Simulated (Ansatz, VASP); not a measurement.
**SiC: VASP beside Ansatz**

```
CELL_PARAMETERS angstrom
3.09693 0.00000 0.00000
0.00000 4.37971 0.00000
0.00000 0.00000 20.64540
ATOMIC_POSITIONS crystal
Si 0.00000 0.83635 0.40036
Si 0.50000 0.38237 0.45865
Si 0.00000 0.88237 0.54135
Si 0.50000 0.33634 0.59964
C 0.50000 0.64151 0.38791
C 0.00000 0.13978 0.46196
C 0.50000 0.63977 0.53804
C 0.00000 0.14150 0.61209
```

Alike in both runs: functional PBE; k mesh 8 × 6 × 1; occupations fermi-dirac, width 0.02 eV; no spin polarisation.

Ansatz relaxed the structure, and its values are those at the end. VASP's run is a single point on that final structure, the one shown.

|  | VASP | Ansatz |
| --- | --- | --- |
| version | VASP 6.6.1 | Ansatz 0.2.0 |
| potentials or method | VASP PAW PBE potentials, release 64 (Si, C) | PAW with Ansatz's default frozen-core files, scalar-relativistic |
| plane-wave cutoff (eV) | 520 | 420 |
| valence electrons in the cell | 32 | 32 |

|  | VASP | Ansatz | Ansatz less VASP |
| --- | --- | --- | --- |
| gap on the k mesh at the Fermi level (eV) | 0.83 | 0.83 | +0.006 |
| rms of the force components (eV/Å) | 0.005 | 0.002 | -0.0027 |

The functional is the same, so the differences come from potentials, cutoffs and numerics. Ansatz's warnings: stress scf threshold loose, xc potential rough in thin density.
